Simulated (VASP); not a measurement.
# BN (P4_2/mnm) in VASP: notebook, part 2 of 2

VASP 6.6.1.

## (3) Single point, PBE

This run uses another cell than the first one, of the same volume but with other edges.

File INCAR:

```
  ALGO = Normal
  EDIFF = 1E-7
  ENCUT = 520
  GGA = PE
  ISIF = 2
  ISMEAR = 0
  LASPH = T
  LCHARG = T
  LELF = T
  LREAL = F
  LVHAR = T
  LWAVE = F
  NBANDS = 26
  NELM = 80
  PREC = Accurate
  SIGMA = 0.05
```

File KPOINTS:

```
k-points
0
Gamma
  6 6 10
```

File POSCAR:

```
BN
1.0
    4.3563000000      0.0000000000      0.0000000000
    0.0000000000      4.3563000000      0.0000000000
    0.0000000000      0.0000000000      2.5491935092
B N
4 4
Direct
    0.1742811368      0.8257188632      0.5000000000
    0.3257188632      0.3257188632      0.0000000000
    0.6742811368      0.6742811368      0.0000000000
    0.8257188632      0.1742811368      0.5000000000
    0.8126115048      0.8126115048      0.5000000000
    0.3126115048      0.6873884952      0.0000000000
    0.6873884952      0.3126115048      0.0000000000
    0.1873884952      0.1873884952      0.5000000000
```

Potentials or basis: VASP PAW PBE potentials, release 64 (B, N).

Run with:

```bash
$ cat potpaw_PBE.64/B/POTCAR potpaw_PBE.64/N/POTCAR > POTCAR
$ mpirun -np 1 vasp_std > vasp.out
```

OUTCAR:

```text
EDIFF = 1E-7
   ENCUT = 520
   GGA = PE
   ISIF = 2
   ISMEAR = 0
   LASPH = T
   LREAL = F
   NELM = 80
   PREC = Accurate

 ion  position               nearest neighbor table
   1  0.174  0.826  0.500-   6 1.53   6 1.53   8 1.58   5 1.58   4 2.15
   2  0.326  0.326  0.000-   8 1.53   8 1.53   6 1.58   7 1.58   3 2.15
   3  0.674  0.674  0.000-   5 1.53   5 1.53   7 1.58   6 1.58   2 2.15
   4  0.826  0.174  0.500-   7 1.53   7 1.53   8 1.58   5 1.58   1 2.15
   5  0.813  0.813  0.500-   3 1.53   3 1.53   4 1.58   1 1.58
   6  0.313  0.687  0.000-   1 1.53   1 1.53   3 1.58   2 1.58
   7  0.687  0.313  0.000-   4 1.53   4 1.53   2 1.58   3 1.58
   8  0.187  0.187  0.500-   2 1.53   2 1.53   4 1.58   1 1.58

  LATTYP: Found a simple tetragonal cell.
 ALAT       =     4.3563000000
 C/A-ratio  =     0.5851740030

  Lattice vectors:

 A1 = (   4.3563000000,   0.0000000000,   0.0000000000)
 A2 = (   0.0000000000,   4.3563000000,   0.0000000000)
 A3 = (   0.0000000000,   0.0000000000,   2.5491935092)

Analysis of symmetry for initial positions (statically):
=====================================================================
 Subroutine PRICEL returns:
 Original cell was already a primitive cell.

 Routine SETGRP: Setting up the symmetry group for a
 simple tetragonal supercell.

 Subroutine GETGRP returns: Found 16 space group operations
 (whereof  8 operations were pure point group operations)
 out of a pool of 16 trial point group operations.

The static configuration has the point symmetry D_2h.
 The point group associated with its full space group is D_4h.

Analysis of symmetry for dynamics (positions and initial velocities):
=====================================================================
 Subroutine PRICEL returns:
 Original cell was already a primitive cell.

 Routine SETGRP: Setting up the symmetry group for a
 simple tetragonal supercell.

 Subroutine GETGRP returns: Found 16 space group operations
 (whereof  8 operations were pure point group operations)
 out of a pool of 16 trial point group operations.
[... 139 lines left out ...]
   GGA     = PE    functional components
   LHFCALC =     F    Hartree Fock is set to
   AEXX    =    0.0000 exact exchange contribution
   IVDW    =     0    specifies the selected vdW correction
   LEPSILON=     F    determine dielectric tensor
   LRPA    =     F    only Hartree local field effects (RPA)
 non-spin polarized calculation
 Gauss-broadening in eV      SIGMA  =   0.05
  energy-cutoff  :      520.00
  volume of cell :       48.38
 maximum number of plane-waves:      1321
   NGX = 17   NGY = 17   NGZ =  9

 number of electron      32.0000011 magnetization

 Free energy of the ion-electron system (eV)
  ---------------------------------------------------
  ext. energy  EPLUGINS =         0.00000000
  ---------------------------------------------------
  free energy    TOTEN  =       -68.91650242 eV

  energy without entropy =      -68.91650242  energy(sigma->0) =      -68.91650242

 E-fermi :   7.4907     XC(G=0): -12.5995

 val. band max:        7.2292352512   @ k =   0.0000   0.0000   0.0000
 cond. band min:      11.9903443219   @ k =   0.0000   0.0000   0.3000
 fundamental gap:      4.7611090707
 Fermi energy:         7.4906537354

 k-point     1 :       0.0000    0.0000    0.0000
  band No.  band energies     occupation
      1     -13.1672      2.00000
      2      -8.9571      2.00000
      3      -8.9571      2.00000
      4      -8.8086      2.00000
      5      -2.6330      2.00000
      6      -2.2163      2.00000
[... 685 lines left out ...]
     25      19.7339      0.00000
     26      19.7339      0.00000

 [... further k-points ...]

------------------------ aborting loop because EDIFF is reached ----------------------------------------

  FORCE on cell =-STRESS in cart. coord.  units (eV):
  Direction    XX          YY          ZZ          XY          YZ          ZX
  --------------------------------------------------------------------------------------
  -------------------------------------------------------------------------------------
  Total        4.6038692      4.6038692      1.0218215      0.0000000      0.0000000      0.0000000
  in kB      152.4737909    152.4737909     33.8413166      0.0000000      0.0000000      0.0000000
  external PRESSURE =     112.9296328 kB  Pullay stress =       0.0000000 kB

 VOLUME and BASIS-vectors are now :
 -----------------------------------------------------------------------------
  energy-cutoff  :      520.00
  volume of cell :       48.38
      direct lattice vectors                 reciprocal lattice vectors
     4.356300000  0.000000000  0.000000000     0.229552602  0.000000000  0.000000000
     0.000000000  4.356300000  0.000000000     0.000000000  0.229552602  0.000000000
     0.000000000  0.000000000  2.549193509     0.000000000  0.000000000  0.392280930

 POSITION                                       TOTAL-FORCE (eV/Angst)
 -----------------------------------------------------------------------------------
      0.75922      3.59708      1.27460         0.029729     -0.029729      0.000000
      1.41893      1.41893      0.00000        -0.029729     -0.029729      0.000000
      2.93737      2.93737      0.00000         0.029729      0.029729     -0.000000
      3.59708      0.75922      1.27460        -0.029729      0.029729     -0.000000
      3.53998      3.53998      1.27460        -0.166192     -0.166192      0.000000
      1.36183      2.99447      0.00000        -0.166192      0.166192      0.000000
      2.99447      1.36183      0.00000         0.166192     -0.166192      0.000000
      0.81632      0.81632      1.27460         0.166192      0.166192      0.000000
 -----------------------------------------------------------------------------------
    total drift:                                0.000000     -0.000000     -0.000000

  FREE ENERGIE OF THE ION-ELECTRON SYSTEM (eV)
  ---------------------------------------------------
  free  energy   TOTEN  =       -68.9165024186 eV

  energy  without entropy=      -68.9165024186  energy(sigma->0) =      -68.91650242
```

It took 25 s on 1 thread of Intel Xeon 6975P-C (Granite Rapids), shared host; peak memory 0.18 GiB.

Results:

```
Free energy            : -68.9165 eV
Pressure               : 11.3 GPa
Largest force          : 0.235 eV/Å
Band gap on the k mesh : 4.76 eV (least direct gap 5.87 eV)
```

Forces in eV/Å, atoms in the order of the input:
```
B    0.030 -0.030  0.000
B   -0.030 -0.030  0.000
B    0.030  0.030  0.000
B   -0.030  0.030  0.000
N   -0.166 -0.166  0.000
N   -0.166  0.166  0.000
N    0.166 -0.166  0.000
N    0.166  0.166  0.000
```

Stress tensor (GPa, compression positive):
```
15.25  0.00  0.00
 0.00 15.25  0.00
 0.00  0.00  3.38
```

Levels at points of the mesh, in eV from the valence-band top:
```tsv
k point	band 12	band 13	band 14	band 15	band 16	band 17	band 18	band 19	band 20	band 21
(0.00, 0.00, 0.00)	-2.49	-0.52	-0.35	0.00	0.00	6.83	7.37	8.77	8.77	8.79
(0.50, 0.00, 0.00)	-3.41	-1.57	-1.57	-1.33	-1.33	7.80	7.80	8.60	8.60	9.26
(0.50, 0.50, 0.00)	-3.34	-2.68	-2.68	-2.63	-2.63	7.66	7.66	8.22	8.22	8.84
(0.00, 0.00, 0.50)	-5.21	-4.29	-4.29	-3.52	-3.52	6.53	6.53	10.47	10.47	11.76
(0.50, 0.00, 0.50)	-4.74	-3.76	-3.76	-2.22	-2.22	6.97	6.97	8.99	8.99	9.52
(0.50, 0.50, 0.50)	-3.59	-3.15	-3.15	-2.57	-2.57	6.35	6.35	7.27	7.27	8.50
```

Caveat: the cell stands under pressure.
